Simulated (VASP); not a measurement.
**IrO2 (d3): single point with PBE+D3(BJ)**

The system is IrO2 (d3).

```
Ir O
1.0
     4.50510    0.00000    0.00000
     0.00000    4.50510    0.00000
     0.00000    0.00000    3.15860
Ir O
2 4
Cartesian
  0.0000 0.0000 0.0000
  2.2525 2.2525 1.5793
  1.3862 1.3862 0.0000
  0.8663 3.6388 1.5793
  3.1189 3.1189 0.0000
  3.6388 0.8663 1.5793
```

- Program: VASP 6.6.1
- Task: single point
- Functional: PBE
- Dispersion: D3(BJ)
- Potentials or basis: VASP PAW PBE potentials, release 64 (Ir, O)
- Cutoff: 600 eV
- k mesh: 4 × 4 × 6
- Occupations: gaussian, width 0.1 eV
- Spin: no spin polarisation

```yaml
Pressure: 3.5 GPa
Largest_force: 0.107 eV/Å
Band_gap_on_the_k_mesh: zero (band 21 reaches 6.70 eV, above the bottom of band 22 at 5.38 eV)
Dispersion_energy_per_atom: -0.248 eV
```

Forces in eV/Å, atoms in the order of the input:
```
Ir   0.000  0.000  0.000
Ir   0.000  0.000  0.000
O    0.076  0.076  0.000
O   -0.076  0.076  0.000
O   -0.076 -0.076  0.000
O    0.076 -0.076  0.000
```

Stress tensor (GPa, compression positive):
```
2.70 0.00 0.00
0.00 2.70 0.00
0.00 0.00 5.07
```

Levels at points of the mesh, in eV from the Fermi level:
```
           k point  band 19  band 20  band 21  band 22  band 23  band 24
(0.00, 0.00, 0.00)    -2.33    -2.27    -2.20     0.78     1.27     4.16
(0.50, 0.00, 0.00)    -1.25    -1.25    -0.26    -0.26     3.57     3.57
(0.50, 0.50, 0.00)    -2.36    -2.36     0.24     0.24     2.53     2.53
(0.00, 0.00, 0.50)    -0.66    -0.66     0.27     0.27     2.33     2.33
(0.50, 0.00, 0.50)    -1.74    -1.74     0.55     0.55     1.17     1.17
(0.50, 0.50, 0.50)    -1.18    -1.18    -0.48    -0.48     2.28     2.28
```

Run time: 50 s on 1 thread of Intel(R) Xeon(R) Platinum 8259CL CPU @ 2.50GHz (Skylake/Cascade Lake) (shared host), peak memory 0.22 GiB.

Caveat: spin-orbit coupling is left out, which moves the levels of the heavy elements; pairwise dispersion overbinds metals, which lowers pressure and volume.
